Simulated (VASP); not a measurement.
Input of a VASP 6.6.1 run:

Contents of INCAR:

```
SYSTEM = Re
PREC = Accurate
ENCUT = 520
EDIFF = 1E-8
ISMEAR = -1
SIGMA = 0.05
LREAL = .False.
LASPH = .True.
NELM = 60
ALGO = Normal
ISIF = 2
LWAVE = .False.
LCHARG = .False.
GGA = PE
LEFG = .True.
NBANDS = 10
```

Contents of KPOINTS:

```
regular mesh
0
Gamma
  14 14 14
  0 0 0
```

File POSCAR:

```
Re
1.0
    0.0000000000      1.9350255327      1.9350255327
    1.9350255327      0.0000000000      1.9350255327
    1.9350255327      1.9350255327      0.0000000000
Re
1
Direct
    0.0000000000      0.0000000000      0.0000000000
```

Potentials or basis: VASP PAW PBE potentials, release 64 (Re).

Run with:

```console
$ cat potpaw_PBE.64/Re/POTCAR > POTCAR
$ mpirun -np 1 vasp_std > vasp.out
```

Task: Predict the pressure.

Result: 13.1 GPa.

Caveat: without QUAD_EFG the Cq values of the log hold for a quadrupole moment of 1 mb, not for the nuclei.
